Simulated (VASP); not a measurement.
Runs of VASP 6.6.1 on KCu3C. The structure is that of space group Pm-3m (No. 221), or close to it. The cells are those of the table. The cell was generated, and may not be a known phase.

| task | cell | k mesh | cutoff (eV) | smearing | gap on the mesh (eV) | pressure (GPa) | relaxed volume (Å³/atom) |
| --- | --- | --- | --- | --- | --- | --- | --- |
| single point | a = 4.158 Å, 5 atoms | 10 × 10 × 10 | 520 | gaussian 0.1 eV | none | 0.3 | - |
| single point | a = 4.158 Å, 5 atoms | 8 × 8 × 8 | 520 | gaussian 0.02 eV | none | 0.4 | - |
| relaxation of cell and atoms | relaxed from a = 4.157 Å, 5 atoms | 8 × 8 × 8 | 600 | gaussian 0.02 eV | none | 0.0 | 14.43 |
| relaxation of cell and atoms | relaxed from a = 4.158 Å, 5 atoms | 10 × 10 × 10 | 600 | gaussian 0.1 eV | none | 0.0 | (a) |

Alike in all rows: level PBE; potentials or basis VASP PAW PBE potentials, release 64 (K_sv, Cu, C); no spin polarisation.

Estimate the missing entries.

(a) 14.46.

A gap of «none» marks levels without a gap at the run's occupations.
